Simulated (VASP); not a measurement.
MnO2:

```xyz
3
Lattice="2.8566 0.0000 0.0000 -1.4283 2.4739 0.0000 0.0000 0.0000 4.6014" Properties=species:S:1:pos:R:3 pbc="T T T"
Mn    0.0000    0.0000    2.3007
O     1.4283    0.8246    1.3515
O     0.0000    1.6492    3.2499
```

Program: VASP 6.6.1. Alike in all runs: task single point; level LDA; potentials or basis VASP PAW LDA potentials, release 64 (Mn_pv, O); cell as given; k mesh 11 × 11 × 6; cutoff (eV) 520; smearing fermi-dirac 0.03 eV.

**Question.** Order these runs on this cell by their pressure, lowest first.
A. spin collinear, ferromagnetic start; fixed moment (μB) 1.8
B. spin collinear, ferromagnetic start; fixed moment (μB) 2.4
C. spin collinear, zero start; fixed moment (μB) 0.0
D. spin collinear, ferromagnetic start; fixed moment (μB) 1.2

**Answer.** C (-17.4 GPa), D (-15.7 GPa), A (-14.0 GPa), B (-11.4 GPa).

Caveats: the cell stands under tension; the total moment is fixed, so each spin has its own Fermi level; a cell with one magnetic atom can't hold antiferromagnetic order, which such compounds often take (at least some runs).
